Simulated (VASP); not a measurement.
C28O (a cell with a defect), 29 atoms in the cell. The cell holds a defect, 29 atoms: a = 6.526 Å, b = 6.526 Å, c = 8.465 Å, α = 90.00°, β = 90.00°, γ = 120.00°.  This cell differs from its parent crystal: with an interstitial atom, then relaxed in part.

| Property | Result |
| --- | --- |
| Program | VASP 6.6.1 |
| Task | single point |
| Functional | PBE |
| Potentials or basis | VASP PAW PBE potentials, release 64 (C, O) |
| Cutoff | 520 eV |
| k mesh | 4 × 4 × 3 |
| Occupations | gaussian, width 0.1 eV |
| Spin | no spin polarisation |
| Dipole correction | no |
| Further INCAR settings | LREAL = Auto; ALGO = Normal; EDIFF = 1e-06; NBANDS = 79 |

Potentials or basis: VASP PAW PBE potentials, release 64 (C, O).

Command:

```sh
$ cat potpaw_PBE.64/C/POTCAR potpaw_PBE.64/O/POTCAR > POTCAR
$ mpirun -np 1 vasp_std > vasp.out
```

Hardware: 1 thread of Intel Xeon 8259CL (shared host).

Task: Estimate the wall time of this run.

Result: Wall time 39 min on 1 thread of Intel Xeon 8259CL (shared host), peak memory 0.63 GiB. Counts: scf iterations 16, k points 26.
